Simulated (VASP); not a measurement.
Runs of VASP 6.6.1 on Ni. The structure is that of space group Pm-3m (No. 221), or close to it. The cells are those of the table. This isn't the form of Ni at room conditions, which is fcc.

```csv
cell,k mesh,gap on the mesh (eV),pressure (GPa),moment (μB)
"a = 2.260 Å, 1 atom",14 × 14 × 14,none,-0.1,(c)
"a = 2.229 Å, 1 atom",23 × 23 × 23,none,(a),0.39
"a = 2.198 Å, 1 atom",23 × 23 × 23,none,18.4,0.35
"a = 2.260 Å, 1 atom",23 × 23 × 23,none,-0.3,(b)
```

Alike in all rows: task single point; level LDA; potentials or basis VASP PAW LDA potentials, release 64 (Ni); spin collinear, ferromagnetic start; cutoff (eV) 520; smearing fermi-dirac 0.05 eV.

Q: Fill in the values left out.

A: (a) 8.0; (b) 0.42; (c) 0.45.

Caveats: the cell stands under pressure (at least some runs).

A gap of «none» marks levels without a gap at the run's occupations.
